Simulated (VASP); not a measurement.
Input of a VASP 6.6.1 run:

The input INCAR:

```
SYSTEM = MoS2
PREC = Accurate
ENCUT = 520
EDIFF = 1E-7
ISMEAR = 0
SIGMA = 0.1
LREAL = .False.
LASPH = .True.
NELM = 100
ALGO = Normal
ISIF = 2
LWAVE = .False.
LCHARG = .False.
LDIPOL = .True.
IDIPOL = 3
DIPOL = 0.5 0.5 0.500
GGA = PE
IVDW = 12
NBANDS = 20
```

File KPOINTS:

```
regular mesh
0
Gamma
  15 15 1
  0 0 0
```

Contents of POSCAR:

```
MoS2
1.0
    3.1342314853      0.0000000000      0.0000000000
   -1.5671157427      2.7143240876      0.0000000000
    0.0000000000      0.0000000000     32.4102200456
S Mo
2 1
Direct
    0.0000000000      0.0000000000      0.4505540225
    0.3333333333      0.6666666667      0.5494459775
    0.6666666667      0.3333333333      0.5000000000
```

Potentials or basis: VASP PAW PBE potentials, release 64 (S, Mo_sv).

The run is started by

```sh
$ cat potpaw_PBE.64/S/POTCAR potpaw_PBE.64/Mo_sv/POTCAR > POTCAR
$ mpirun -np 1 vasp_std > vasp.out
```

**Question.** Estimate the band gap on the k mesh.

**Answer.** Zero (band 13 reaches -2.14 eV, above the bottom of band 14 at -2.64 eV).

**Question.** Predict the dispersion energy per atom.

**Answer.** -0.322 eV.

**Question.** Predict the largest force.

**Answer.** 0.096 eV/Å.

Forces in eV/Å, atoms in the order of the input:
```
S    0.000  0.000 -0.096
S    0.000  0.000  0.096
Mo   0.000  0.000  0.000
```
